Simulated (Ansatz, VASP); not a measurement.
**One calculation of PtSe2, two programs**

```
Pt Se
1.0
    -3.77170    0.00000    0.00000
     0.00000    0.00000   -4.82183
     0.00000   -6.53278    0.00000
Pt Se
2 4
Direct
  0.50000 0.00000 0.50000
  0.00000 0.00000 0.00000
  0.50000 0.73446 0.16667
  0.00000 0.73446 0.66667
  0.00000 0.26554 0.33333
  0.50000 0.26554 0.83333
```

Alike in both runs: task single point; functional PBE; dispersion D3(BJ); k mesh 10 × 8 × 6; occupations gaussian, width 0.15 eV; no spin polarisation.

|  | VASP | Ansatz |
| --- | --- | --- |
| version | VASP 6.6.1 | Ansatz 0.2.0 |
| potentials or method | VASP PAW PBE potentials, release 64 (Pt, Se), cutoff 520 eV | scalar-relativistic, plane waves, PAW |
| valence electrons in the cell | 44 | 100 |

VASP gave:

- gap on the k mesh at the Fermi level (eV): none
- pressure (GPa): 0.0
- rms of the force components (eV/Å): 0.002

Question: What did Ansatz give for the same quantities?

Answer: gap on the k mesh at the Fermi level (eV): none; pressure (GPa): 0.0; rms of the force components (eV/Å): 0.004.

Atom by atom the forces differ by 0.003 eV/Å (rms over components). A gap of «none» marks a metal or a gap that the smearing closes. VASP's potentials hold 44 valence electrons a cell and Ansatz's 100, so a difference there can come from the potentials and not from the codes.

Neither program's run includes spin-orbit coupling.
